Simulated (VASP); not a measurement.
# F2CH2 in VASP: single point with RPBE

Aim: the single point of F2CH2 with RPBE.

Everything below comes from runs of VASP 6.6.1. Logs are shortened: lines on timing, memory, paths and dates and some standing lists are left out, and cuts for length are marked.

### 1 The cell of the first run

The cell holds a molecule in a box, 5 atoms: a = 12.000 Å, b = 11.000 Å, c = 11.000 Å, α = 90.00°, β = 90.00°, γ = 90.00°.

### 2 Single point, RPBE (last atom moved by 0.05 Å along z)

File INCAR:

```
SYSTEM = H2CF2
ALGO = Normal ; EDIFF = 1E-8
EFERMI = MIDGAP ; ENCUT = 720
GGA = RP ; GGA_COMPAT = .False.
ISIF = 0 ; ISMEAR = 0
LASPH = .True. ; LCHARG = .False.
LREAL = .False. ; LWAVE = .False.
NBANDS = 36 ; NELM = 120
NELMDL = -8 ; PREC = Accurate
SIGMA = 0.03
```

File KPOINTS:

```
k-points
0
Gamma
  1 1 1
```

File POSCAR:

```
H2CF2
1.0
   12.0000000000      0.0000000000      0.0000000000
    0.0000000000     11.0000000000      0.0000000000
    0.0000000000      0.0000000000     11.0000000000
F C H
2 1 2
Direct
    0.4109250000      0.5224136400      0.5664772700
    0.5912416700      0.4887409100      0.5678318200
    0.5012083300      0.5034954500      0.4955136400
    0.4884750000      0.4202227300      0.4430409100
    0.5141416700      0.5835954500      0.4428954500
```

Potentials or basis: VASP PAW PBE potentials, release 64 (F, C, H).

Run with:

```bash
$ cat potpaw_PBE.64/F/POTCAR potpaw_PBE.64/C/POTCAR potpaw_PBE.64/H/POTCAR > POTCAR
$ mpirun -np 1 vasp_gam > vasp.out
```

OUTCAR:

```text
SYSTEM = H2CF2
   EDIFF = 1E-8
   EFERMI = MIDGAP
   ENCUT = 720
   GGA = RP
   ISIF = 0
   ISMEAR = 0
   LASPH = .True.
   LREAL = .False.
   NELM = 120
   NELMDL = -8
   PREC = Accurate

 ion  position               nearest neighbor table
   1  0.411  0.522  0.566-   3 1.35
   2  0.591  0.489  0.568-   3 1.35
   3  0.501  0.503  0.496-   5 1.07   4 1.09   1 1.35   2 1.35
   4  0.488  0.420  0.443-   3 1.09
   5  0.514  0.584  0.443-   3 1.07

  LATTYP: Found a simple tetragonal cell.
 ALAT       =    11.0000000000
 C/A-ratio  =     1.0909090909

  Lattice vectors:

 A1 = (   0.0000000000,  11.0000000000,   0.0000000000)
 A2 = (   0.0000000000,   0.0000000000,  11.0000000000)
 A3 = (  12.0000000000,   0.0000000000,   0.0000000000)

Analysis of symmetry for initial positions (statically):
=====================================================================
 Subroutine PRICEL returns:
 Original cell was already a primitive cell.

 Routine SETGRP: Setting up the symmetry group for a
 simple tetragonal supercell.

 Subroutine GETGRP returns: Found  1 space group operations
 (whereof  1 operations were pure point group operations)
 out of a pool of 16 trial point group operations.

The static configuration has the point symmetry C_1 .

Analysis of symmetry for dynamics (positions and initial velocities):
=====================================================================
 Subroutine PRICEL returns:
 Original cell was already a primitive cell.

 Routine SETGRP: Setting up the symmetry group for a
 simple tetragonal supercell.

 Subroutine GETGRP returns: Found  1 space group operations
 (whereof  1 operations were pure point group operations)
 out of a pool of 16 trial point group operations.

The dynamic configuration has the point symmetry C_1 .

 Subroutine INISYM returns: Found  1 space group operations
 (whereof  1 operations are pure point group operations),
 and found     1 'primitive' translations

----------------------------------------------------------------------------------------

                                     Primitive cell

  volume of cell :    1452.0000

  direct lattice vectors                    reciprocal lattice vectors
    12.000000000  0.000000000  0.000000000     0.083333333  0.000000000  0.000000000
     0.000000000 11.000000000  0.000000000     0.000000000  0.090909091  0.000000000
[... 56 lines left out ...]
   NGXF,Y,Z  is equivalent  to a cutoff of  29.92, 29.02, 29.02 a.u.
 SYSTEM =  H2CF2
   PREC   = accura    normal or accurate (medium, high low for compatibility)
   ISTART =      0    job   : 0-new  1-cont  2-samecut
   ICHARG =      2    charge: 1-file 2-atom 10-const
   ISPIN  =      1    spin polarized calculation?
   LNONCOLLINEAR =      F non collinear calculations
   LSORBIT =      F    spin-orbit coupling
   LASPH  =      T    aspherical Exc in radial PAW
   ENCUT  =  720.0 eV  52.92 Ry    7.27 a.u.  26.25 24.07 24.07*2*pi/ulx,y,z
   NELM   =    120;   NELMIN=  2; NELMDL= -8     # of ELM steps
   EDIFF  = 0.1E-07   stopping-criterion for ELM
   LREAL  =      F    real-space projection
   EDIFFG = 0.1E-06   stopping-criterion for IOM
   NSW    =      0    number of steps for IOM
   IBRION =     -1    ionic relax: 0-MD 1-quasi-New 2-CG
   NFREE  =      0    steps in history (QN), initial steepest desc. (CG)
   ISIF   =      0    stress and relaxation
   ISYM   =      2    0-nonsym 1-usesym 2-fastsym
   POTIM  = 0.5000    time-step for ionic-motion
   TEBEG  =    0.0;   TEEND  =   0.0 temperature during run

   SCALEE = 1.0000    scale energy and forces
   PSTRESS=    0.0 pullay stress
   NELECT =      20.0000    total number of electrons
   NUPDOWN=      -1.0000    fix difference up-down
   EMIN   =  10.00;   EMAX   =-10.00  energy-range for DOS
   EFERMI =   0.00;   METHOD = MIDGAP
   ISMEAR =     0;   SIGMA  =   0.03  broadening in eV -4-tet -1-fermi 0-gaus
   EFERMI_NEDOS =   21; number of points for ismear=-14 and -15
   IALGO  =     38    algorithm
   IMIX   =      4    mixing-type and parameters
     AMIX     =   0.40;   BMIX     =  1.00
     AMIX_MAG =   1.60;   BMIX_MAG =  1.00
  volume/ion in A,a.u.               =     290.40      1959.72
  Fermi-wavevector in a.u.,A,eV,Ry     =   0.392430  0.741586  2.095319  0.154002
  Thomas-Fermi vector in A             =   1.335781
   LORBIT       =      0    0 simple, 1 ext, 2 COOP (PROOUT), +10 PAW based schemes
   GGA     = RP    functional components
   LHFCALC =     F    Hartree Fock is set to
   AEXX    =    0.0000 exact exchange contribution
   IVDW    =     0    specifies the selected vdW correction
   LEPSILON=     F    determine dielectric tensor
   LRPA    =     F    only Hartree local field effects (RPA)

   CSHIFT  =0.1000    complex shift for real part using Kramers Kronig

   OMEGAMAX=  -1.0    maximum frequency
 non-spin polarized calculation
 Gauss-broadening in eV      SIGMA  =   0.03
  energy-cutoff  :      720.00
  volume of cell :     1452.00
 maximum number of plane-waves:     31845
 NGX is ok and might be reduce to   108
   NGX = 53   NGY = 49   NGZ = 49

 number of electron      20.0000000 magnetization

 Free energy of the ion-electron system (eV)
  ---------------------------------------------------
  ext. energy  EPLUGINS =         0.00000000
  ---------------------------------------------------
  free energy    TOTEN  =       -23.81744323 eV

  energy without entropy =      -23.81744323  energy(sigma->0) =      -23.81744323

 E-fermi :  -4.2261     XC(G=0):  -0.5917

 val. band max:       -7.9791598647   @ k =   0.0000   0.0000   0.0000
 cond. band min:      -0.4730027419   @ k =   0.0000   0.0000   0.0000
 fundamental gap:      7.5061571228
 Fermi energy:        -4.2260813033

 k-point     1 :       0.0000    0.0000    0.0000
  band No.  band energies     occupation
      1     -31.6246      2.00000
      2     -30.0904      2.00000
      3     -17.4441      2.00000
      4     -13.4343      2.00000
      5     -13.2586      2.00000
      6     -13.2502      2.00000
[... 14 lines left out ...]
     21       1.9013      0.00000
     22       2.0078      0.00000
 [bands above 22 left out]

------------------------ aborting loop because EDIFF is reached ----------------------------------------

 VOLUME and BASIS-vectors are now :
 -----------------------------------------------------------------------------
  energy-cutoff  :      720.00
  volume of cell :     1452.00
      direct lattice vectors                 reciprocal lattice vectors
    12.000000000  0.000000000  0.000000000     0.083333333  0.000000000  0.000000000
     0.000000000 11.000000000  0.000000000     0.000000000  0.090909091  0.000000000
     0.000000000  0.000000000 11.000000000     0.000000000  0.000000000  0.090909091

 POSITION                                       TOTAL-FORCE (eV/Angst)
 -----------------------------------------------------------------------------------
      4.93110      5.74655      6.23125        -1.324762      0.149677      0.880540
      7.09490      5.37615      6.24615         1.287168     -0.299637      0.900758
      6.01450      5.53845      5.45065        -0.092629     -0.576320     -0.621070
      5.86170      4.62245      4.87345        -0.031927     -0.194429     -0.246575
      6.16970      6.41955      4.87185         0.162151      0.920709     -0.913653
 -----------------------------------------------------------------------------------
    total drift:                               -0.000973     -0.000030      0.000213

  FREE ENERGIE OF THE ION-ELECTRON SYSTEM (eV)
  ---------------------------------------------------
  free  energy   TOTEN  =       -23.8174432299 eV

  energy  without entropy=      -23.8174432299  energy(sigma->0) =      -23.81744323
```

OSZICAR:

```text
N       E                     dE             d eps       ncg     rms          rms(c)
DAV:   1     0.147241905344E+03    0.14724E+03   -0.73505E+03    88   0.433E+02
DAV:   2     0.228007470842E+01   -0.14496E+03   -0.13611E+03   124   0.848E+01
DAV:   3    -0.244591759312E+02   -0.26739E+02   -0.26591E+02    96   0.377E+01
[... 24 lines left out ...]
DAV:  28    -0.238174431816E+02   -0.39500E-07    0.13112E-08    80   0.530E-05    0.142E-05
DAV:  29    -0.238174432035E+02   -0.21815E-07    0.13205E-08    80   0.470E-05    0.129E-05
DAV:  30    -0.238174432152E+02   -0.11726E-07    0.13275E-08    72   0.275E-05    0.991E-06
DAV:  31    -0.238174432256E+02   -0.10414E-07    0.13330E-08    76   0.260E-05    0.465E-06
DAV:  32    -0.238174432299E+02   -0.43347E-08    0.13524E-08    72   0.155E-05
   1 F= -.23817443E+02 E0= -.23817443E+02  d E =0.000000E+00
```

stdout:

```text
POSCAR found type information on POSCAR F C H
 POSCAR found :  3 types and       5 ions
 scaLAPACK will be used
 -----------------------------------------------------------------------------
|                                                                             |
|                                                                             |
|     You enforced a specific xc type in the INCAR file but a different       |
|     I HOPE YOU KNOW WHAT YOU ARE DOING!                                     |
|                                                                             |
 -----------------------------------------------------------------------------

 LDA part: xc-table for (Slater+PW92), standard interpolation
 POSCAR, INCAR and KPOINTS ok, starting setup
 FFT: planning ... GRIDC
 FFT: planning ... GRID_SOFT
 FFT: planning ... GRID
 WAVECAR not read
 entering main loop
```

Wall time 2.9 min (1 thread of Intel Xeon 6975P-C (Granite Rapids), shared host); peak memory 1.6 GiB.

Results:

- Free energy: -23.8174 eV
- Largest force: 1.599 eV/Å
- Gap between the frontier levels: 7.51 eV

Forces on the atoms (eV/Å):
```
F   -1.325  0.150  0.881
F    1.287 -0.300  0.901
C   -0.093 -0.576 -0.621
H   -0.032 -0.194 -0.247
H    0.162  0.921 -0.914
```

Caveat: the cell differs from its parent crystal (last atom moved by 0.05 Å along z); the PAW data sets were made with another functional, which shifts forces and pressure a little.
